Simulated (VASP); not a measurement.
A run of VASP 6.6.1 is set up as follows.

INCAR

```
ALGO     = Normal         # electronic algorithm
EDIFF    = 1E-6           # SCF threshold, eV
ENCUT    = 600            # plane-wave cutoff, eV
GGA      = PS             # functional
GGA_COMPAT= F            
ISIF     = 2              # what is computed and relaxed
ISMEAR   = -1             # smearing method
LASPH    = T              # aspherical terms in the spheres
LCHARG   = F              # write CHGCAR
LREAL    = F              # projectors in reciprocal space
LWAVE    = F              # write WAVECAR
NBANDS   = 50             # bands
NELM     = 120            # most SCF steps
PREC     = Accurate       # precision mode
SIGMA    = 0.05           # smearing width, eV
```

KPOINTS

```
k-points
0
Gamma
  6 6 6
```

The input POSCAR:

```
HfSiO4
1.0
   -3.3507026377      3.3507026377      3.0400775913
    3.3507026377     -3.3507026377      3.0400775913
    3.3507026377      3.3507026377     -3.0400775913
Hf Si O
2 2 8
Direct
    0.0000000000      0.0000000000      0.0000000000
    0.7500000000      0.2500000000      0.5000000000
    0.5000000000      0.5000000000      0.0000000000
    0.2500000000      0.7500000000      0.5000000000
    0.6802000000      0.4957000000      0.8155000000
    0.2457000000      0.9302000000      0.3155000000
    0.6802000000      0.8647000000      0.1845000000
    0.6147000000      0.9302000000      0.6845000000
    0.0698000000      0.3853000000      0.3155000000
    0.5043000000      0.3198000000      0.1845000000
    0.0698000000      0.7543000000      0.6845000000
    0.1353000000      0.3198000000      0.8155000000
```

Potentials or basis: VASP PAW PBE potentials, release 64 (Hf_pv, Si, O).

Run with:

```bash
$ cat potpaw_PBE.64/Hf_pv/POTCAR potpaw_PBE.64/Si/POTCAR potpaw_PBE.64/O/POTCAR > POTCAR
$ mpirun -np 1 vasp_std > vasp.out
```

Task: Estimate the largest force.

Result: 0.244 eV/Å.

Task: Predict the pressure.

Result: -13.1 GPa.

Task: What does it give for the band gap on the k mesh?

Result: 5.03 eV, indirect (least direct gap 5.36 eV).

Forces in eV/Å, atoms in the order of the input:
```
Hf   0.000  0.000  0.000
Hf   0.000  0.000  0.000
Si   0.000  0.000  0.000
Si   0.000  0.000  0.000
O   -0.008  0.000  0.244
O    0.000 -0.008  0.244
O    0.008  0.000  0.244
O    0.000  0.008  0.244
O   -0.008  0.000 -0.244
O    0.000  0.008 -0.244
O    0.008  0.000 -0.244
O    0.000 -0.008 -0.244
```

Caveat: the PAW data sets were made with another functional, which shifts forces and pressure a little; spin-orbit coupling is left out, which moves the levels of the heavy elements. A k mesh can miss the band edges.
